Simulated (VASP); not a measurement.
Here is a VASP 6.6.1 calculation.

The input INCAR:

```
PREC = Accurate
ENCUT = 500
EDIFF = 1E-6
ISMEAR = -1
SIGMA = 0.15
LREAL = False
LASPH = True
NELM = 120
ALGO = Normal
ISIF = 2
LWAVE = False
LCHARG = True
GGA = LIBXC
LIBXC1 = GGA_X_B88
LIBXC2 = GGA_C_PBE
LELF = True
LVHAR = True
NBANDS = 12
GGA_COMPAT = False
```

Contents of KPOINTS:

```
Automatic mesh
0
Gamma
  11 11 11
```

POSCAR

```
Ti
1.0
    0.0000000000      2.0300000000      2.0300000000
    2.0300000000      0.0000000000      2.0300000000
    2.0300000000      2.0300000000      0.0000000000
Ti
1
Direct
    0.0000000000      0.0000000000      0.0000000000
```

Potentials or basis: VASP PAW PBE potentials, release 64 (Ti_sv).

Command:

```console
$ cat potpaw_PBE.64/Ti_sv/POTCAR > POTCAR
$ mpirun -np 1 vasp_std > vasp.out
```

**Question.** Predict the pressure.

**Answer.** 4.3 GPa.

**Question.** What does it give for the band gap on the k mesh?

**Answer.** Zero (bands 6 and 7 overlap by 1.18 eV).

Caveat: the cell stands under pressure; the PAW data sets were made with another functional, which shifts forces and pressure a little.
